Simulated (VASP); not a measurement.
Runs of VASP 6.6.1 on NbCd3Rh. The structure is that of space group Pm-3m (No. 221), or close to it. The cells are those of the table. 

| task | cell | k mesh | cutoff (eV) | gap on the mesh (eV) | pressure (GPa) | relaxed volume (Å³/atom) |
| --- | --- | --- | --- | --- | --- | --- |
| single point | a = 4.972 Å, 5 atoms | 8 × 8 × 8 | 520 | none | 0.6 | - |
| relaxation of cell and atoms | relaxed from a = 4.564 Å, 5 atoms | 4 × 4 × 4 | 600 | none | -0.2 | (a) |
| single point | a = 4.964 Å, 5 atoms | 4 × 4 × 4 | 520 | none | (b) | - |
| relaxation of cell and atoms | relaxed from a = 4.964 Å, 5 atoms | 8 × 8 × 8 | 600 | none | 0.0 | 24.75 |
| single point | a = 4.564 Å, 5 atoms | 4 × 4 × 4 | 520 | none | 35.8 | - |

Alike in all rows: level PBE; potentials or basis VASP PAW PBE potentials, release 64 (Nb_sv, Cd, Rh_pv); no spin polarisation; smearing gaussian 0.1 eV.

Q: Fill in the values left out.

A: (a) 24.86; (b) 0.9.

Caveats: the volume moved by over 15 % at a fixed basis, so the end points are rough (at least some runs); the cell stands under pressure (at least some runs).

A k mesh can miss the band edges, and the runs leave out spin-orbit coupling on Cd, Nb, Rh.

A gap of «none» marks levels without a gap at the run's occupations.
